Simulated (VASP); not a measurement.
# BN (C2) in VASP: single point with PBE

Aim: the single point of BN with PBE.

Everything below comes from runs of VASP 6.6.1. Logs are shortened: lines on timing, memory, paths and dates and some standing lists are left out, and cuts for length are marked.

## 1. The cell of the first run

The structure is monoclinic, space group C2 (No. 5). The conventional cell has a = 4.268 Å, b = 2.390 Å, c = 6.563 Å, α = 90.00°, β = 92.10°, γ = 90.00°. B (site symmetry 1) has 3 N at 1.37 to 1.46 Å within 1.8 Å. N (site symmetry 1) has 3 B at 1.37 to 1.46 Å within 1.8 Å.

## 2. Single point, PBE (strained and its atoms moved)

INCAR

```
SYSTEM = BN
PREC = Accurate
ENCUT = 520
EDIFF = 1E-6
ISMEAR = 0
SIGMA = 0.02
LREAL = .False.
LASPH = .True.
NELM = 60
ALGO = Normal
ISIF = 2
LWAVE = .False.
LCHARG = .False.
GGA = PE
NBANDS = 16
```

KPOINTS

```
regular mesh
0
Gamma
  12 12 4
  0 0 0
```

POSCAR

```
BN
1.0
    2.3900100019      0.0000000000      0.0000000000
   -1.1950050010      2.1334554515     -0.0391417937
    0.0000000000     -0.1202346600      6.5622145680
B N
2 2
Direct
    0.3531185646      0.6843119351      0.2589710009
    0.6688066296      0.3156880649      0.7410289991
    0.3245913878      0.6711079700      0.7535686769
    0.6534834179      0.3288920300      0.2464313231
```

Potentials or basis: VASP PAW PBE potentials, release 64 (B, N).

Run with:

```bash
$ cat potpaw_PBE.64/B/POTCAR potpaw_PBE.64/N/POTCAR > POTCAR
$ mpirun -np 1 vasp_std > vasp.out
```

OUTCAR:

```text
SYSTEM = BN
   PREC = Accurate
   ENCUT = 520
   EDIFF = 1E-6
   ISMEAR = 0
   LREAL = .False.
   LASPH = .True.
   NELM = 60
   ISIF = 2
   GGA = PE

 ion  position               nearest neighbor table
   1  0.353  0.684  0.259-   4 1.37   4 1.38   4 1.46
   2  0.669  0.316  0.741-   3 1.37   3 1.38   3 1.46
   3  0.325  0.671  0.754-   2 1.37   2 1.38   2 1.46
   4  0.653  0.329  0.246-   1 1.37   1 1.38   1 1.46

  LATTYP: Found a base centered monoclinic cell.
 ALAT       =     4.2676289640
 B/A-ratio  =     0.5600322854
 C/A-ratio  =     1.5379303161
 COS(beta)  =    -0.0366566123

  Lattice vectors:

 A1 = (   1.1950050009,   2.1334554515,  -0.0391417937)
 A2 = (  -1.1950050010,   2.1334554515,  -0.0391417937)
 A3 = (   0.0000000000,  -0.1202346600,   6.5622145680)

Analysis of symmetry for initial positions (statically):
=====================================================================
 Subroutine PRICEL returns:
 Original cell was already a primitive cell.

 Routine SETGRP: Setting up the symmetry group for a
 base centered monoclinic supercell.

 Subroutine GETGRP returns: Found  2 space group operations
 (whereof  2 operations were pure point group operations)
 out of a pool of  4 trial point group operations.

The static configuration has the point symmetry C_2 .

Analysis of symmetry for dynamics (positions and initial velocities):
=====================================================================
 Subroutine PRICEL returns:
 Original cell was already a primitive cell.

 Routine SETGRP: Setting up the symmetry group for a
 base centered monoclinic supercell.

 Subroutine GETGRP returns: Found  2 space group operations
 (whereof  2 operations were pure point group operations)
 out of a pool of  4 trial point group operations.

The dynamic configuration has the point symmetry C_2 .

 Subroutine INISYM returns: Found  2 space group operations
 (whereof  2 operations are pure point group operations),
 and found     1 'primitive' translations

----------------------------------------------------------------------------------------

                                     Primitive cell

  volume of cell :      33.4494

  direct lattice vectors                    reciprocal lattice vectors
     2.390010002  0.000000000  0.000000000     0.418408291  0.234440392  0.004295480
    -1.195005001  2.133455452 -0.039141794     0.000000000  0.468880784  0.008590960
     0.000000000 -0.120234660  6.562214568     0.000000000  0.002796744  0.152438823

  length of vectors
     2.390010002  2.445649443  6.563315961     0.479631365  0.468959481  0.152464476

  position of ions in fractional coordinates (direct lattice)
     0.353118565  0.684311935  0.258971001
     0.668806630  0.315688065  0.741028999
     0.324591388  0.671107970  0.753568677
     0.653483418  0.328892030  0.246431323

  ion indices of the primitive-cell ions
   primitive index   ion index
                 1           1
                 2           2
                 3           3
                 4           4

----------------------------------------------------------------------------------------

 KPOINTS: regular mesh

Automatic generation of k-mesh.
 Grid dimensions read from file:
 generate k-points for:   12   12    4

 Generating k-lattice:

  Cartesian coordinates                     Fractional coordinates (reciprocal lattice)
     0.034867358  0.019536699  0.000357957     0.083333333  0.000000000 -0.000000000
     0.000000000  0.039073399  0.000715913     0.000000000  0.083333333 -0.000000000
     0.000000000  0.000699186  0.038109706     0.000000000  0.000000000  0.250000000

  Length of vectors
     0.039969280  0.039079957  0.038116119

  Shift w.r.t. Gamma in fractional coordinates (k-lattice)
     0.000000000  0.000000000  0.000000000

 Subroutine IBZKPT returns following result:
 ===========================================

 Found    164 irreducible k-points:

 Following reciprocal coordinates:
            Coordinates               Weight
  0.000000  0.000000  0.000000      1.000000
  0.083333  0.000000  0.000000      4.000000
  0.166667  0.000000  0.000000      4.000000
  0.250000  0.000000  0.000000      4.000000
  0.333333  0.000000  0.000000      4.000000
  0.416667  0.000000  0.000000      4.000000
[... 16 lines left out ...]
  0.333333  0.166667  0.000000      4.000000
  0.416667  0.166667  0.000000      4.000000
 [... further k-points ...]
   k-points           NKPTS =    164   k-points in BZ     NKDIM =    164   number of bands    NBANDS=     16
   number of dos      NEDOS =    301   number of ions     NIONS =      4
   total plane-waves  NPLWV =  16200
   dimension x,y,z NGX =    18 NGY =   18 NGZ =   50
   dimension x,y,z NGXF=    36 NGYF=   36 NGZF=  100
   ions per type =               2   2
   NGX,Y,Z   is equivalent  to a cutoff of  12.52, 12.24, 12.66 a.u.
   NGXF,Y,Z  is equivalent  to a cutoff of  25.04, 24.47, 25.33 a.u.
 SYSTEM =  BN
   PREC   = accura    normal or accurate (medium, high low for compatibility)
   ISTART =      0    job   : 0-new  1-cont  2-samecut
   ICHARG =      2    charge: 1-file 2-atom 10-const
   ISPIN  =      1    spin polarized calculation?
   LNONCOLLINEAR =      F non collinear calculations
   LSORBIT =      F    spin-orbit coupling
   LASPH  =      T    aspherical Exc in radial PAW
   ENCUT  =  520.0 eV  38.22 Ry    6.18 a.u.   4.44  4.55 12.20*2*pi/ulx,y,z
   NELM   =     60;   NELMIN=  2; NELMDL= -5     # of ELM steps
   EDIFF  = 0.1E-05   stopping-criterion for ELM
   LREAL  =      F    real-space projection
   EDIFFG = 0.1E-04   stopping-criterion for IOM
   NSW    =      0    number of steps for IOM
   IBRION =     -1    ionic relax: 0-MD 1-quasi-New 2-CG
   NFREE  =      0    steps in history (QN), initial steepest desc. (CG)
   ISIF   =      2    stress and relaxation
   ISYM   =      2    0-nonsym 1-usesym 2-fastsym
   POTIM  = 0.5000    time-step for ionic-motion
   TEBEG  =    0.0;   TEEND  =   0.0 temperature during run
   PSTRESS=    0.0 pullay stress
   NELECT =      16.0000    total number of electrons
   NUPDOWN=      -1.0000    fix difference up-down
   EMIN   =  10.00;   EMAX   =-10.00  energy-range for DOS
   EFERMI =   0.00;   METHOD = LEGACY
   ISMEAR =     0;   SIGMA  =   0.02  broadening in eV -4-tet -1-fermi 0-gaus
   EFERMI_NEDOS =   21; number of points for ismear=-14 and -15
   IALGO  =     38    algorithm
   IMIX   =      4    mixing-type and parameters
     AMIX     =   0.40;   BMIX     =  1.00
     AMIX_MAG =   1.60;   BMIX_MAG =  1.00
  volume/ion in A,a.u.               =       8.36        56.43
  Fermi-wavevector in a.u.,A,eV,Ry     =   1.280321  2.419456 22.302973  1.639222
  Thomas-Fermi vector in A             =   2.412756
   LORBIT       =      0    0 simple, 1 ext, 2 COOP (PROOUT), +10 PAW based schemes
   GGA     = PE    functional components
   LHFCALC =     F    Hartree Fock is set to
   AEXX    =    0.0000 exact exchange contribution
   IVDW    =     0    specifies the selected vdW correction
   LEPSILON=     F    determine dielectric tensor
   LRPA    =     F    only Hartree local field effects (RPA)
 non-spin polarized calculation
 Gauss-broadening in eV      SIGMA  =   0.02
  energy-cutoff  :      520.00
  volume of cell :       33.45
 maximum number of plane-waves:       922
 NGX is ok and might be reduce to    18
   NGX =  9   NGY =  9   NGZ = 25

 number of electron      15.9999999 magnetization

 Free energy of the ion-electron system (eV)
  ---------------------------------------------------
  ext. energy  EPLUGINS =         0.00000000
  ---------------------------------------------------
  free energy    TOTEN  =       -34.52189603 eV

  energy without entropy =      -34.52189603  energy(sigma->0) =      -34.52189603

 E-fermi :   2.9490     XC(G=0): -10.3582

 val. band max:        2.8215809286   @ k =   0.3333   0.3333   0.5000
 cond. band min:       6.6604271314   @ k =   0.0000   0.5000   0.0000
 fundamental gap:      3.8388462028
 Fermi energy:         2.9489737652

 k-point     1 :       0.0000    0.0000    0.0000
  band No.  band energies     occupation
      1     -15.5787      2.00000
      2     -15.2629      2.00000
      3      -3.9689      2.00000
      4      -1.7483      2.00000
      5       0.7320      2.00000
      6       0.7566      2.00000
[... 8 lines left out ...]
     15      16.3936      0.00000
     16      17.4742      0.00000

 k-point     2 :       0.0833    0.0000    0.0000
  band No.  band energies     occupation
      1     -15.4294      2.00000
      2     -15.1184      2.00000
      3      -3.7657      2.00000
      4      -1.5664      2.00000
      5       0.3376      2.00000
      6       0.4979      2.00000
[... 8 lines left out ...]
     15      16.7014      0.00000
     16      17.6904      0.00000

 k-point     3 :       0.1667    0.0000    0.0000
  band No.  band energies     occupation
      1     -14.9886      2.00000
      2     -14.6919      2.00000
      3      -3.1639      2.00000
      4      -1.0540      2.00000
      5      -0.7828      2.00000
      6      -0.1368      2.00000
[... 8 lines left out ...]
     15      18.1749      0.00000
     16      18.8279      0.00000

 k-point     4 :       0.2500    0.0000    0.0000
  band No.  band energies     occupation
      1     -14.2826      2.00000
      2     -14.0088      2.00000
      3      -2.4867      2.00000
      4      -2.1861      2.00000
      5      -1.8492      2.00000
      6      -0.8078      2.00000
[... 8 lines left out ...]
     15      19.1284      0.00000
     16      20.1770      0.00000
[... 324 lines left out ...]
 k-point    22 :       0.2500    0.1667    0.0000
  band No.  band energies     occupation
      1     -13.1070      2.00000
      2     -12.8757      2.00000
      3      -4.2855      2.00000
      4      -4.0523      2.00000
      5      -2.3682      2.00000
      6      -1.8775      2.00000
[... 8 lines left out ...]
     15      19.1270      0.00000
     16      20.9005      0.00000

 k-point    23 :       0.3333    0.1667    0.0000
  band No.  band energies     occupation
      1     -12.2362      2.00000
      2     -12.0385      2.00000
      3      -5.4962      2.00000
      4      -5.3285      2.00000
      5      -3.0434      2.00000
      6      -2.5716      2.00000
[... 8 lines left out ...]
     15      18.9726      0.00000
     16      21.4194      0.00000

 k-point    24 :       0.4167    0.1667    0.0000
  band No.  band energies     occupation
      1     -11.7571      2.00000
      2     -11.6032      2.00000
      3      -6.1292      2.00000
      4      -5.9839      2.00000
      5      -3.2194      2.00000
      6      -2.7733      2.00000
[... 8 lines left out ...]
     15      18.0338      0.00000
     16      20.9828      0.00000

 [... further k-points ...]

------------------------ aborting loop because EDIFF is reached ----------------------------------------

  FORCE on cell =-STRESS in cart. coord.  units (eV):
  Direction    XX          YY          ZZ          XY          YZ          ZX
  --------------------------------------------------------------------------------------
  -------------------------------------------------------------------------------------
  Total       10.5758254      8.1296855      0.5588039     -0.0000000     -0.3479667      0.0000000
  in kB      506.5672929    389.4005987     26.7659293     -0.0000000    -16.6671216      0.0000000
  external PRESSURE =     307.5779403 kB  Pullay stress =       0.0000000 kB

 VOLUME and BASIS-vectors are now :
 -----------------------------------------------------------------------------
  energy-cutoff  :      520.00
  volume of cell :       33.45
      direct lattice vectors                 reciprocal lattice vectors
     2.390010002  0.000000000  0.000000000     0.418408291  0.234440392  0.004295480
    -1.195005001  2.133455452 -0.039141794     0.000000000  0.468880784  0.008590960
     0.000000000 -0.120234660  6.562214568     0.000000000  0.002796744  0.152438823

 POSITION                                       TOTAL-FORCE (eV/Angst)
 -----------------------------------------------------------------------------------
      0.02620      1.42881      1.67264        -2.473708     -1.542677     -1.056944
      1.22121      0.58441      4.85043        -2.473708      1.542677      1.056944
     -0.02620      1.34117      4.91881         2.473708     -1.535906     -1.043201
      1.16880      0.67205      1.60426         2.473708      1.535906      1.043201
 -----------------------------------------------------------------------------------
    total drift:                                0.000587     -0.000003     -0.000000

  FREE ENERGIE OF THE ION-ELECTRON SYSTEM (eV)
  ---------------------------------------------------
  free  energy   TOTEN  =       -34.5218960284 eV

  energy  without entropy=      -34.5218960284  energy(sigma->0) =      -34.52189603
```

Wall time 1.9 min (1 thread of Intel Xeon 8259CL, shared host); peak memory 0.19 GiB.

Results:

```
Free energy            : -34.5219 eV
Pressure               : 30.8 GPa
Largest force          : 3.101 eV/Å
Band gap on the k mesh : 3.84 eV (least direct gap 4.43 eV)
```

Forces in eV/Å, atoms in the order of the input:
```
B   -2.474 -1.543 -1.057
B   -2.474  1.543  1.057
N    2.474 -1.536 -1.043
N    2.474  1.536  1.043
```

Caveat: the cell differs from its parent crystal (strained and its atoms moved); the stress differs along the axes, from 3 to 51 GPa; this functional lacks dispersion, which binds layers or chains, so the pressure and a relaxed spacing across them are unreliable; forces of over 1 eV/Å act on the atoms, so gaps and moduli don't describe the material at rest. A k mesh can miss the band edges.
